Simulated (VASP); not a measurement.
Here is a VASP 6.6.1 calculation.

INCAR

```
SYSTEM = TaN
  PREC = Accurate
  ENCUT = 520
  EDIFF = 1E-6
  ISMEAR = 0
  SIGMA = 0.15
  LREAL = .False.
  LASPH = .True.
  NELM = 100
  ALGO = Normal
  ISIF = 2
  LWAVE = .False.
  LCHARG = .False.
  GGA = PS
  NBANDS = 15
```

File KPOINTS:

```
regular mesh
0
Gamma
  18 18 18
  0 0 0
```

POSCAR

```
TaN
1.0
    0.0000000000      2.1790000000      2.1790000000
    2.1790000000      0.0000000000      2.1790000000
    2.1790000000      2.1790000000      0.0000000000
Ta N
1 1
Direct
    0.5172097292      0.5172097292      0.4827902708
    0.0000000000      0.0000000000      0.0000000000
```

Potentials or basis: VASP PAW PBE potentials, release 64 (Ta_pv, N).

Launch:

```bash
$ cat potpaw_PBE.64/Ta_pv/POTCAR potpaw_PBE.64/N/POTCAR > POTCAR
$ mpirun -np 1 vasp_std > vasp.out
```

Problem. What does it give for the largest force?

Solution. 0.688 eV/Å.

Problem. Predict the band gap on the k mesh.

Solution. Zero (band 8 reaches 11.65 eV, above the bottom of band 9 at 7.67 eV).

Stress tensor (GPa, compression positive):
```
5.51 0.00 0.00
0.00 5.51 0.00
0.00 0.00 8.61
```

Caveat: the cell differs from its parent crystal (all Ta atoms moved +0.075 Å, as atom 1 along Cartesian [0 0 1]); the PAW data sets were made with another functional, which shifts forces and pressure a little; spin-orbit coupling is left out, which moves the levels of the heavy elements.
